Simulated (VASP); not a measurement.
# NbH2 (Fm-3m) in VASP: a series of runs

NbH2 is run at these levels: LDA; tasks: electric field gradients.

All numbers are computed with VASP 6.6.1; they aren't measurements. Logs are shortened: lines on timing, memory, paths and dates and some standing lists are left out, and cuts for length are marked.

**1. The cell of the first run**

Symmetry: Fm-3m, No. 225, cubic system. The conventional cell has a = 4.470 Å, b = 4.470 Å, c = 4.470 Å, α = 90.00°, β = 90.00°, γ = 90.00°. Nb (site symmetry m-3m) has 8 H at 1.94 Å within 2.6 Å. Within 2.6 Å of H (site symmetry -43m) lie 4 Nb at 1.94 Å and 6 H at 2.23 Å.

**2. Electric field gradients, LDA (volume scaled by 0.94)**

Contents of INCAR:

```
SYSTEM = NbH2
PREC     = Accurate       ! precision mode
ENCUT    = 520            ! plane-wave cutoff, eV
EDIFF    = 1E-8           ! SCF threshold, eV
ISMEAR   = -1             ! smearing method
SIGMA    = 0.03           ! smearing width, eV
LREAL    = .FALSE.        ! projectors in reciprocal space
LASPH    = .TRUE.         ! aspherical terms in the spheres
NELM     = 80             ! most SCF steps
ALGO     = Normal         ! electronic algorithm
ISIF     = 2              ! what is computed and relaxed
LWAVE    = .FALSE.        ! write WAVECAR
LCHARG   = .FALSE.        ! write CHGCAR
LEFG     = .TRUE.       
NBANDS   = 14             ! bands
```

Contents of KPOINTS:

```
regular mesh
0
G
  15 15 15
  0 0 0
```

Contents of POSCAR:

```
NbH2
1.0
    0.0000000000      2.2349257070      2.2349257070
    2.2349257070      0.0000000000      2.2349257070
    2.2349257070      2.2349257070      0.0000000000
Nb H
1 2
Direct
    0.0000000000      0.0000000000      0.0000000000
    0.2500000000      0.2500000000      0.2500000000
    0.7500000000      0.7500000000      0.7500000000
```

Potentials or basis: VASP PAW LDA potentials, release 64 (Nb_sv, H).

Run with:

```sh
> cat potpaw_LDA.64/Nb_sv/POTCAR potpaw_LDA.64/H/POTCAR > POTCAR
> mpirun -np 1 vasp_std > vasp.out
```

OUTCAR:

```text
SYSTEM = NbH2
   PREC = Accurate
   ENCUT = 520
   EDIFF = 1E-8
   ISMEAR = -1
   LREAL = .FALSE.
   LASPH = .TRUE.
   NELM = 80
   ISIF = 2

 ion  position               nearest neighbor table
   1  0.000  0.000  0.000-   3 1.94   3 1.94   3 1.94   2 1.94   2 1.94   2 1.94   3 1.94   2 1.94

   2  0.250  0.250  0.250-   1 1.94   1 1.94   1 1.94   1 1.94
   3  0.750  0.750  0.750-   1 1.94   1 1.94   1 1.94   1 1.94

  LATTYP: Found a face centered cubic cell.
 ALAT       =     4.4698514140

  Lattice vectors:

 A1 = (   0.0000000000,   2.2349257070,   2.2349257070)
 A2 = (   2.2349257070,   0.0000000000,   2.2349257070)
 A3 = (   2.2349257070,   2.2349257070,   0.0000000000)

Analysis of symmetry for initial positions (statically):
=====================================================================
 Subroutine PRICEL returns:
 Original cell was already a primitive cell.

 Routine SETGRP: Setting up the symmetry group for a
 face centered cubic supercell.

 Subroutine GETGRP returns: Found 48 space group operations
 (whereof 48 operations were pure point group operations)
 out of a pool of 48 trial point group operations.

The static configuration has the point symmetry O_h .

Analysis of symmetry for dynamics (positions and initial velocities):
=====================================================================
 Subroutine PRICEL returns:
 Original cell was already a primitive cell.

 Routine SETGRP: Setting up the symmetry group for a
 face centered cubic supercell.

 Subroutine GETGRP returns: Found 48 space group operations
 (whereof 48 operations were pure point group operations)
 out of a pool of 48 trial point group operations.

The dynamic configuration has the point symmetry O_h .

 Subroutine INISYM returns: Found 48 space group operations
 (whereof 48 operations are pure point group operations),
 and found     1 'primitive' translations

----------------------------------------------------------------------------------------

                                     Primitive cell

  volume of cell :      22.3264

  direct lattice vectors                    reciprocal lattice vectors
     0.000000000  2.234925707  2.234925707    -0.223721083  0.223721083  0.223721083
     2.234925707  0.000000000  2.234925707     0.223721083 -0.223721083  0.223721083
     2.234925707  2.234925707  0.000000000     0.223721083  0.223721083 -0.223721083

  length of vectors
     3.160662246  3.160662246  3.160662246     0.387496283  0.387496283  0.387496283

  position of ions in fractional coordinates (direct lattice)
     0.000000000  0.000000000  0.000000000
     0.250000000  0.250000000  0.250000000
     0.750000000  0.750000000  0.750000000

  ion indices of the primitive-cell ions
   primitive index   ion index
                 1           1
                 2           2
                 3           3

----------------------------------------------------------------------------------------

 KPOINTS: regular mesh

Automatic generation of k-mesh.
 Grid dimensions read from file:
 generate k-points for:   15   15   15

 Generating k-lattice:

  Cartesian coordinates                     Fractional coordinates (reciprocal lattice)
    -0.014914739  0.014914739  0.014914739     0.066666667  0.000000000  0.000000000
     0.014914739 -0.014914739  0.014914739     0.000000000  0.066666667  0.000000000
     0.014914739  0.014914739 -0.014914739     0.000000000  0.000000000  0.066666667

  Length of vectors
     0.025833086  0.025833086  0.025833086

  Shift w.r.t. Gamma in fractional coordinates (k-lattice)
     0.000000000  0.000000000  0.000000000

 Subroutine IBZKPT returns following result:
 ===========================================

 Found    120 irreducible k-points:

 Following reciprocal coordinates:
            Coordinates               Weight
  0.000000  0.000000  0.000000      1.000000
  0.066667  0.000000  0.000000      8.000000
  0.133333  0.000000  0.000000      8.000000
  0.200000  0.000000  0.000000      8.000000
  0.266667  0.000000  0.000000      8.000000
  0.333333  0.000000  0.000000      8.000000
[... 16 lines left out ...]
  0.133333  0.133333  0.000000      6.000000
  0.200000  0.133333  0.000000     24.000000
 [... further k-points ...]
   k-points           NKPTS =    120   k-points in BZ     NKDIM =    120   number of bands    NBANDS=     14
   number of dos      NEDOS =    301   number of ions     NIONS =      3
   total plane-waves  NPLWV =  13824
   dimension x,y,z NGX =    24 NGY =   24 NGZ =   24
   dimension x,y,z NGXF=    48 NGYF=   48 NGZF=   48
   ions per type =               1   2
   NGX,Y,Z   is equivalent  to a cutoff of  12.62, 12.62, 12.62 a.u.
   NGXF,Y,Z  is equivalent  to a cutoff of  25.25, 25.25, 25.25 a.u.
 SYSTEM =  NbH2
   PREC   = accura    normal or accurate (medium, high low for compatibility)
   ISTART =      0    job   : 0-new  1-cont  2-samecut
   ICHARG =      2    charge: 1-file 2-atom 10-const
   ISPIN  =      1    spin polarized calculation?
   LNONCOLLINEAR =      F non collinear calculations
   LSORBIT =      F    spin-orbit coupling
   LASPH  =      T    aspherical Exc in radial PAW
   ENCUT  =  520.0 eV  38.22 Ry    6.18 a.u.   5.88  5.88  5.88*2*pi/ulx,y,z
   NELM   =     80;   NELMIN=  2; NELMDL= -5     # of ELM steps
   EDIFF  = 0.1E-07   stopping-criterion for ELM
   LREAL  =      F    real-space projection
   EDIFFG = 0.1E-06   stopping-criterion for IOM
   NSW    =      0    number of steps for IOM
   IBRION =     -1    ionic relax: 0-MD 1-quasi-New 2-CG
   NFREE  =      0    steps in history (QN), initial steepest desc. (CG)
   ISIF   =      2    stress and relaxation
   ISYM   =      2    0-nonsym 1-usesym 2-fastsym
   POTIM  = 0.5000    time-step for ionic-motion
   TEBEG  =    0.0;   TEEND  =   0.0 temperature during run
   PSTRESS=    0.0 pullay stress
   NELECT =      15.0000    total number of electrons
   NUPDOWN=      -1.0000    fix difference up-down
   EMIN   =  10.00;   EMAX   =-10.00  energy-range for DOS
   EFERMI =   0.00;   METHOD = LEGACY
   ISMEAR =    -1;   SIGMA  =   0.03  broadening in eV -4-tet -1-fermi 0-gaus
   EFERMI_NEDOS =   21; number of points for ismear=-14 and -15
   IALGO  =     38    algorithm
   IMIX   =      4    mixing-type and parameters
     AMIX     =   0.40;   BMIX     =  1.00
     AMIX_MAG =   1.60;   BMIX_MAG =  1.00
  volume/ion in A,a.u.               =       7.44        50.22
  Fermi-wavevector in a.u.,A,eV,Ry     =   1.433834  2.709553 27.971939  2.055879
  Thomas-Fermi vector in A             =   2.553309
   LORBIT       =      0    0 simple, 1 ext, 2 COOP (PROOUT), +10 PAW based schemes
   GGA     = CA    functional components
   LHFCALC =     F    Hartree Fock is set to
   AEXX    =    0.0000 exact exchange contribution
   IVDW    =     0    specifies the selected vdW correction
   LEPSILON=     F    determine dielectric tensor
   LRPA    =     F    only Hartree local field effects (RPA)
 non-spin polarized calculation
  energy-cutoff  :      520.00
  volume of cell :       22.33
 maximum number of plane-waves:       612
   NGX = 11   NGY = 11   NGZ = 11

 number of electron      14.9999998 magnetization

 Free energy of the ion-electron system (eV)
  ---------------------------------------------------
  ext. energy  EPLUGINS =         0.00000000
  ---------------------------------------------------
  free energy    TOTEN  =       -19.28087348 eV

  energy without entropy =      -19.27779571  energy(sigma->0) =      -19.27933460

 E-fermi :  10.5658     XC(G=0): -12.5443

 val. band max:       10.5617644336   @ k =  -0.4667   0.2667   0.1333
 cond. band min:      10.5665039093   @ k =  -0.4000   0.2667   0.0667
 fundamental gap:      0.0047394757
 Fermi energy:        10.5658461915

 k-point     1 :       0.0000    0.0000    0.0000
  band No.  band energies     occupation
      1     -44.4546      2.00000
      2     -20.3338      2.00000
      3     -20.3338      2.00000
      4     -20.3338      2.00000
      5      -0.3865      2.00000
      6       9.0917      2.00000
      7       9.0917      2.00000
      8       9.0917      2.00000
      9       9.4733      2.00000
     10      11.9324      0.00000
     11      11.9324      0.00000
     12      23.3620      0.00000
     13      24.1803      0.00000
     14      24.1803      0.00000

 k-point     2 :       0.0667    0.0000    0.0000
  band No.  band energies     occupation
      1     -44.4497      2.00000
      2     -20.3735      2.00000
      3     -20.3385      2.00000
      4     -20.3385      2.00000
      5      -0.2543      2.00000
      6       7.8947      2.00000
      7       9.1591      2.00000
      8       9.1591      2.00000
      9      10.8335      0.00027
     10      11.8728      0.00000
     11      11.8728      0.00000
     12      22.0840      0.00000
     13      24.4441      0.00000
     14      24.4441      0.00000
[... 343 lines left out ...]
      1     -44.4295      2.00000
      2     -20.4857      2.00000
      3     -20.3817      2.00000
      4     -20.3817      2.00000
      5       0.3043      2.00000
      6       6.2836      2.00000
      7       9.5332      2.00000
      8       9.5332      2.00000
      9      11.0332      0.00000
     10      12.1736      0.00000
     11      13.0032      0.00000
     12      21.0619      0.00000
     13      24.6166      0.00000
     14      24.6166      0.00000

 k-point    24 :       0.2000    0.1333    0.0000
  band No.  band energies     occupation
      1     -44.4141      2.00000
      2     -20.5901      2.00000
      3     -20.4060      2.00000
      4     -20.4008      2.00000
      5       0.7385      2.00000
      6       5.6066      2.00000
      7       9.7135      2.00000
      8       9.7673      2.00000
      9      10.6991      0.02326
     10      12.2826      0.00000
     11      14.1900      0.00000
     12      20.5637      0.00000
     13      24.7406      0.00000
     14      24.8538      0.00000

 [... further k-points ...]

------------------------ aborting loop because EDIFF is reached ----------------------------------------

  FORCE on cell =-STRESS in cart. coord.  units (eV):
  Direction    XX          YY          ZZ          XY          YZ          ZX
  --------------------------------------------------------------------------------------
  -------------------------------------------------------------------------------------
  Total        0.4683116      0.4683116      0.4683116      0.0000000      0.0000000      0.0000000
  in kB       33.6067246     33.6067246     33.6067246      0.0000000      0.0000000      0.0000000
  external PRESSURE =      33.6067246 kB  Pullay stress =       0.0000000 kB

 VOLUME and BASIS-vectors are now :
 -----------------------------------------------------------------------------
  energy-cutoff  :      520.00
  volume of cell :       22.33
      direct lattice vectors                 reciprocal lattice vectors
     0.000000000  2.234925707  2.234925707    -0.223721083  0.223721083  0.223721083
     2.234925707  0.000000000  2.234925707     0.223721083 -0.223721083  0.223721083
     2.234925707  2.234925707  0.000000000     0.223721083  0.223721083 -0.223721083

 POSITION                                       TOTAL-FORCE (eV/Angst)
 -----------------------------------------------------------------------------------
      0.00000      0.00000      0.00000        -0.000000      0.000000     -0.000000
      1.11746      1.11746      1.11746         0.000000      0.000000      0.000000
      3.35239      3.35239      3.35239        -0.000000     -0.000000     -0.000000
 -----------------------------------------------------------------------------------
    total drift:                               -0.000000      0.000000      0.000000

  FREE ENERGIE OF THE ION-ELECTRON SYSTEM (eV)
  ---------------------------------------------------
  free  energy   TOTEN  =       -19.2808734827 eV

  energy  without entropy=      -19.2777957126  energy(sigma->0) =      -19.27933460

 Electric field gradients (V/A^2)
---------------------------------------------------------------------
 ion       V_xx      V_yy      V_zz      V_xy      V_xz      V_yz
---------------------------------------------------------------------
   1       0.000    -0.000     0.000     0.000     0.000     0.000
   2       0.000     0.000     0.000    -0.001    -0.001    -0.001
   3       0.000    -0.000     0.000    -0.001    -0.001    -0.001
---------------------------------------------------------------------

 Electric field gradients after diagonalization (V/A^2)
 (convention: |V_zz| > |V_xx| > |V_yy|)
----------------------------------------------------------------------
 ion       V_xx      V_yy      V_zz     asymmetry (V_yy - V_xx)/ V_zz
----------------------------------------------------------------------
   1      -0.000    -0.000     0.000       0.000
   2       0.001     0.001    -0.001       0.000
   3       0.001     0.001    -0.001       0.000
----------------------------------------------------------------------

           NMR quadrupolar parameters

 Cq : quadrupolar parameter    Cq=e*Q*V_zz/h
 eta: asymmetry parameters     (V_yy - V_xx)/ V_zz
 Q  : nuclear electric quadrupole moment in mb (millibarn)
----------------------------------------------------------------------
 ion       Cq(MHz)       eta       Q (mb)
----------------------------------------------------------------------
   1       0.000       0.000       1.000
   2      -0.000       0.000       1.000
   3      -0.000       0.000       1.000
----------------------------------------------------------------------
```

Run time: 17 s. Hardware: 1 thread of Intel Xeon Platinum 8488C (Sapphire Rapids), shared host; peak memory 0.15 GiB.

Results:

- Free energy: -19.2809 eV
- Pressure: 3.4 GPa

Caveat: without QUAD_EFG the Cq values of the log hold for a quadrupole moment of 1 mb, not for the nuclei.

**3. Electric field gradients, LDA (volume scaled by 0.98)**

Contents of INCAR:

```
ALGO = Normal
EDIFF = 1E-8
ENCUT = 520
GGA = CA
ISIF = 2
ISMEAR = -1
LASPH = T
LCHARG = F
LEFG = T
LREAL = F
LWAVE = F
NBANDS = 14
NELM = 100
PREC = Accurate
SIGMA = 0.03
```

Contents of KPOINTS:

```
k-points
0
Gamma
  15 15 15
```

Contents of POSCAR:

```
NbH2
1.0
    0.0000000000      2.2661874581      2.2661874581
    2.2661874581      0.0000000000      2.2661874581
    2.2661874581      2.2661874581      0.0000000000
Nb H
1 2
Direct
    0.0000000000      0.0000000000      0.0000000000
    0.2500000000      0.2500000000      0.2500000000
    0.7500000000      0.7500000000      0.7500000000
```

Potentials or basis: VASP PAW LDA potentials, release 64 (Nb_sv, H).

Run with:

```sh
> cat potpaw_LDA.64/Nb_sv/POTCAR potpaw_LDA.64/H/POTCAR > POTCAR
> mpirun -np 1 vasp_std > vasp.out
```

OUTCAR:

```text
EDIFF = 1E-8
   ENCUT = 520
   GGA = CA
   ISIF = 2
   ISMEAR = -1
   LASPH = T
   LREAL = F
   NELM = 100
   PREC = Accurate

 ion  position               nearest neighbor table
   1  0.000  0.000  0.000-   3 1.96   3 1.96   3 1.96   2 1.96   3 1.96   2 1.96   2 1.96   2 1.96

   2  0.250  0.250  0.250-   1 1.96   1 1.96   1 1.96   1 1.96
   3  0.750  0.750  0.750-   1 1.96   1 1.96   1 1.96   1 1.96

  LATTYP: Found a face centered cubic cell.
 ALAT       =     4.5323749162

  Lattice vectors:

[... 626 lines left out ...]

  energy  without entropy=      -19.2739427030  energy(sigma->0) =      -19.27552890

 Electric field gradients (V/A^2)
---------------------------------------------------------------------
 ion       V_xx      V_yy      V_zz      V_xy      V_xz      V_yz
---------------------------------------------------------------------
   1      -0.000    -0.000     0.000    -0.000    -0.000    -0.000
   2      -0.000     0.000     0.000    -0.001    -0.001    -0.001
   3      -0.000     0.000     0.000    -0.001    -0.001    -0.001
---------------------------------------------------------------------

 Electric field gradients after diagonalization (V/A^2)
 (convention: |V_zz| > |V_xx| > |V_yy|)
----------------------------------------------------------------------
 ion       V_xx      V_yy      V_zz     asymmetry (V_yy - V_xx)/ V_zz
----------------------------------------------------------------------
   1       0.000     0.000    -0.000       0.000
   2       0.001     0.001    -0.002       0.000
   3       0.001     0.001    -0.002       0.000
----------------------------------------------------------------------

           NMR quadrupolar parameters

 Cq : quadrupolar parameter    Cq=e*Q*V_zz/h
 eta: asymmetry parameters     (V_yy - V_xx)/ V_zz
 Q  : nuclear electric quadrupole moment in mb (millibarn)
----------------------------------------------------------------------
 ion       Cq(MHz)       eta       Q (mb)
----------------------------------------------------------------------
   1      -0.000       0.000       1.000
   2      -0.000       0.000       1.000
   3      -0.000       0.000       1.000
----------------------------------------------------------------------
```

Wall time 17 s (1 thread of Intel Xeon Platinum 8488C (Sapphire Rapids), shared host); peak memory 0.15 GiB.

Results:

| Item | Value |
| --- | --- |
| Free energy | -19.2771 eV |
| Pressure | -4.8 GPa |

Caveat: without QUAD_EFG the Cq values of the log hold for a quadrupole moment of 1 mb, not for the nuclei.

(Continued in part 2 of 2.)
